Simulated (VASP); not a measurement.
# Li (P6_3/mmc) in VASP: single point with PBE

Aim: the single point of Li with PBE.

Program: VASP 6.6.1. These are calculated values, not measurements. Logs are shortened: lines on timing, memory, paths and dates and some standing lists are left out, and cuts for length are marked.

**1. The cell of the first run**

The structure is hexagonal, space group P6_3/mmc (No. 194). Conventional cell: a = 3.053 Å, b = 3.053 Å, c = 5.003 Å, α = 90.00°, β = 90.00°, γ = 120.00°. Li (site symmetry -6m2) has 12 Li at 3.05 to 3.06 Å within 4.0 Å.

This isn't the form of Li at room conditions, which is bcc.

**2. Single point, PBE**

INCAR reads:

```
SYSTEM = Li
PREC     = Accurate       ! precision mode
ENCUT    = 520            ! plane-wave cutoff, eV
EDIFF    = 1E-6           ! SCF threshold, eV
ISMEAR   = 0              ! smearing method
SIGMA    = 0.05           ! smearing width, eV
LREAL    = .False.        ! projectors in reciprocal space
LASPH    = .True.         ! aspherical terms in the spheres
NELM     = 100            ! most SCF steps
ALGO     = Normal         ! electronic algorithm
ISIF     = 2              ! what is computed and relaxed
LWAVE    = .False.        ! write WAVECAR
LCHARG   = .False.        ! write CHGCAR
GGA      = PE             ! functional
NBANDS   = 10             ! bands
```

KPOINTS reads:

```
Automatic mesh
0
Gamma
  16 16 8
  0 0 0
```

POSCAR reads:

```
Li
1.0
    3.0528844083      0.0000000000      0.0000000000
   -1.5264422042      2.6438754524      0.0000000000
    0.0000000000      0.0000000000      5.0030802005
Li
2
Direct
    0.3333333333      0.6666666667      0.7500000000
    0.6666666667      0.3333333333      0.2500000000
```

Potentials or basis: VASP PAW PBE potentials, release 64 (Li_sv).

Started as:

```
> cat potpaw_PBE.64/Li_sv/POTCAR > POTCAR
> mpirun -np 1 vasp_std > vasp.out
```

OUTCAR:

```text
SYSTEM = Li
   PREC = Accurate
   ENCUT = 520
   EDIFF = 1E-6
   ISMEAR = 0
   LREAL = .False.
   LASPH = .True.
   NELM = 100
   ISIF = 2
   GGA = PE

 ion  position               nearest neighbor table
   1  0.333  0.667  0.750-
   2  0.667  0.333  0.250-

  LATTYP: Found a hexagonal cell.
 ALAT       =     3.0528844083
 C/A-ratio  =     1.6388043343

  Lattice vectors:

 A1 = (   3.0528844083,   0.0000000000,   0.0000000000)
 A2 = (  -1.5264422042,   2.6438754524,   0.0000000000)
 A3 = (   0.0000000000,   0.0000000000,   5.0030802005)

Analysis of symmetry for initial positions (statically):
=====================================================================
 Subroutine PRICEL returns:
 Original cell was already a primitive cell.

 Routine SETGRP: Setting up the symmetry group for a
 hexagonal supercell.

 Subroutine GETGRP returns: Found 24 space group operations
 (whereof 12 operations were pure point group operations)
 out of a pool of 24 trial point group operations.

The static configuration has the point symmetry D_3d.
 The point group associated with its full space group is D_6h.

Analysis of symmetry for dynamics (positions and initial velocities):
=====================================================================
 Subroutine PRICEL returns:
 Original cell was already a primitive cell.

 Routine SETGRP: Setting up the symmetry group for a
 hexagonal supercell.

 Subroutine GETGRP returns: Found 24 space group operations
 (whereof 12 operations were pure point group operations)
 out of a pool of 24 trial point group operations.

The dynamic configuration has the point symmetry D_3d.
 The point group associated with its full space group is D_6h.

 Subroutine INISYM returns: Found 24 space group operations
 (whereof 12 operations are pure point group operations),
 and found     1 'primitive' translations

----------------------------------------------------------------------------------------

                                     Primitive cell

  volume of cell :      40.3821

  direct lattice vectors                    reciprocal lattice vectors
     3.052884408  0.000000000  0.000000000     0.327559077  0.189116321  0.000000000
    -1.526442204  2.643875452  0.000000000     0.000000000  0.378232643  0.000000000
     0.000000000  0.000000000  5.003080201     0.000000000  0.000000000  0.199876868

  length of vectors
     3.052884408  3.052884408  5.003080201     0.378232643  0.378232643  0.199876868

  position of ions in fractional coordinates (direct lattice)
     0.333333333  0.666666667  0.750000000
[... 86 lines left out ...]
   POTIM  = 0.5000    time-step for ionic-motion
   TEBEG  =    0.0;   TEEND  =   0.0 temperature during run
   PSTRESS=    0.0 pullay stress
   NELECT =       6.0000    total number of electrons
   NUPDOWN=      -1.0000    fix difference up-down
   EMIN   =  10.00;   EMAX   =-10.00  energy-range for DOS
   EFERMI =   0.00;   METHOD = LEGACY
   ISMEAR =     0;   SIGMA  =   0.05  broadening in eV -4-tet -1-fermi 0-gaus
   EFERMI_NEDOS =   21; number of points for ismear=-14 and -15
   IALGO  =     38    algorithm
   IMIX   =      4    mixing-type and parameters
     AMIX     =   0.40;   BMIX     =  1.00
     AMIX_MAG =   1.60;   BMIX_MAG =  1.00
  volume/ion in A,a.u.               =      20.19       136.26
  Fermi-wavevector in a.u.,A,eV,Ry     =   0.867086  1.638555 10.229385  0.751839
  Thomas-Fermi vector in A             =   1.985569
   LORBIT       =      0    0 simple, 1 ext, 2 COOP (PROOUT), +10 PAW based schemes
   GGA     = PE    functional components
   LHFCALC =     F    Hartree Fock is set to
   AEXX    =    0.0000 exact exchange contribution
   IVDW    =     0    specifies the selected vdW correction
   LEPSILON=     F    determine dielectric tensor
   LRPA    =     F    only Hartree local field effects (RPA)
 non-spin polarized calculation
 Gauss-broadening in eV      SIGMA  =   0.05
  energy-cutoff  :      520.00
  volume of cell :       40.38
 maximum number of plane-waves:      1105
 NGX is ok and might be reduce to    24
   NGX = 11   NGY = 11   NGZ = 19

 number of electron       6.0000002 magnetization

 Free energy of the ion-electron system (eV)
  ---------------------------------------------------
  ext. energy  EPLUGINS =         0.00000000
  ---------------------------------------------------
  free energy    TOTEN  =        -3.81424901 eV

  energy without entropy =       -3.81345508  energy(sigma->0) =       -3.81385204

 E-fermi :   0.6248     XC(G=0):  -7.0537

 val. band max:        0.6155885674   @ k =   0.5000  -0.0000   0.1250
 cond. band min:       0.6811807169   @ k =   0.0625  -0.0000   0.0000
 fundamental gap:      0.0655921495
 Fermi energy:         0.6248064865

 k-point     1 :       0.0000    0.0000    0.0000
  band No.  band energies     occupation
      1     -45.8854      2.00000
      2     -45.8674      2.00000
      3      -2.9299      2.00000
      4       0.5987      1.53918
      5       3.5435      0.00000
      6      13.1646      0.00000
      7      13.1647      0.00000
      8      14.5604      0.00000
      9      14.5604      0.00000
     10      15.0862      0.00000
[... 287 lines left out ...]
 k-point    24 :       0.2500    0.1875    0.0000
  band No.  band energies     occupation
      1     -45.8696      2.00000
      2     -45.8614      2.00000
      3      -0.6129      2.00000
      4       3.6224      0.00000
      5       3.8267      0.00000
      6       5.5544      0.00000
      7       7.6096      0.00000
      8       9.9761      0.00000
      9      11.6294      0.00000
     10      12.0693      0.00000

 [... further k-points ...]

------------------------ aborting loop because EDIFF is reached ----------------------------------------

  FORCE on cell =-STRESS in cart. coord.  units (eV):
  Direction    XX          YY          ZZ          XY          YZ          ZX
  --------------------------------------------------------------------------------------
  -------------------------------------------------------------------------------------
  Total       -0.0108699     -0.0108699     -0.0123180      0.0000000      0.0000000     -0.0000000
  in kB       -0.4312673     -0.4312673     -0.4887237      0.0000000      0.0000000     -0.0000000
  external PRESSURE =      -0.4504194 kB  Pullay stress =       0.0000000 kB

 VOLUME and BASIS-vectors are now :
 -----------------------------------------------------------------------------
  energy-cutoff  :      520.00
  volume of cell :       40.38
      direct lattice vectors                 reciprocal lattice vectors
     3.052884408  0.000000000  0.000000000     0.327559077  0.189116321  0.000000000
    -1.526442204  2.643875452  0.000000000     0.000000000  0.378232643  0.000000000
     0.000000000  0.000000000  5.003080201     0.000000000  0.000000000  0.199876868

 POSITION                                       TOTAL-FORCE (eV/Angst)
 -----------------------------------------------------------------------------------
     -0.00000      1.76258      3.75231        -0.000000      0.000000      0.000000
      1.52644      0.88129      1.25077         0.000000     -0.000000      0.000000
 -----------------------------------------------------------------------------------
    total drift:                               -0.000000      0.000000      0.000000

  FREE ENERGIE OF THE ION-ELECTRON SYSTEM (eV)
  ---------------------------------------------------
  free  energy   TOTEN  =        -3.8142490084 eV

  energy  without entropy=       -3.8134550770  energy(sigma->0) =       -3.81385204
```

OSZICAR:

```text
N       E                     dE             d eps       ncg     rms          rms(c)
DAV:   1     0.173329130711E+02    0.17333E+02   -0.32240E+03  3000   0.574E+02
DAV:   2    -0.125628267514E+01   -0.18589E+02   -0.18063E+02  3868   0.108E+02
DAV:   3    -0.375001276115E+01   -0.24937E+01   -0.24740E+01  4860   0.316E+01
DAV:   4    -0.381701212627E+01   -0.66999E-01   -0.66465E-01  3980   0.492E+00
DAV:   5    -0.381759082472E+01   -0.57870E-03   -0.57861E-03  4042   0.501E-01    0.303E-01
DAV:   6    -0.381529980886E+01    0.22910E-02   -0.67275E-04  5288   0.116E-01    0.172E-01
DAV:   7    -0.381425854327E+01    0.10413E-02   -0.13133E-03  5612   0.163E-01    0.384E-02
DAV:   8    -0.381425899490E+01   -0.45163E-06   -0.18189E-05  3438   0.380E-02    0.266E-03
DAV:   9    -0.381425206548E+01    0.69294E-05   -0.89898E-07  3862   0.949E-03    0.561E-04
DAV:  10    -0.381424923291E+01    0.28326E-05   -0.49891E-08  1876   0.208E-03    0.149E-04
DAV:  11    -0.381424900843E+01    0.22448E-06   -0.10484E-08  1696   0.940E-04
   1 F= -.38142490E+01 E0= -.38138520E+01  d E =-.793931E-03
```

It took 21 s on 1 thread of Intel Xeon Platinum 8559C (Emerald Rapids), shared host; peak memory 0.17 GiB.

What came out:

- Free energy: -3.8142 eV
- Band gap on the k mesh: zero (bands 3 and 4 overlap by 4.38 eV)

Caveat: the cutoff is under 1.25 times the usual one of these potentials, so pressure, stress and relaxed cells hold a basis-set (Pulay) error.
